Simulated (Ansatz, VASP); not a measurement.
## Mg in VASP and in Ansatz

```xyz
1
Lattice="3.0331 0.0000 0.0000 0.0000 3.0331 0.0000 0.0000 0.0000 3.0331" Properties=species:S:1:pos:R:3 pbc="T T T"
Mg    0.0000    0.0000    0.0000
```

Alike in both runs: task single point; functional r2SCAN; k mesh 12 × 12 × 12; occupations fermi-dirac, width 0.1 eV; no spin polarisation.

|  | VASP | Ansatz |
| --- | --- | --- |
| version | VASP 6.6.1 | Ansatz 0.2.0 |
| potentials or method | VASP PAW PBE potentials, release 64 (Mg), cutoff 520 eV | plane waves (500 eV) with PAW, scalar-relativistic |
| valence electrons in the cell | 2 | 10 |

Ansatz gave:

* pressure (GPa): -0.8

Q: Estimate VASP's values.

A: Pressure (GPa): -1.0.

VASP's potentials were made for PBE, not for r2SCAN. The functional is the same, so the differences come from potentials, cutoffs and numerics. VASP's potentials hold 2 valence electrons a cell and Ansatz's 10, so a difference there can come from the potentials and not from the codes.
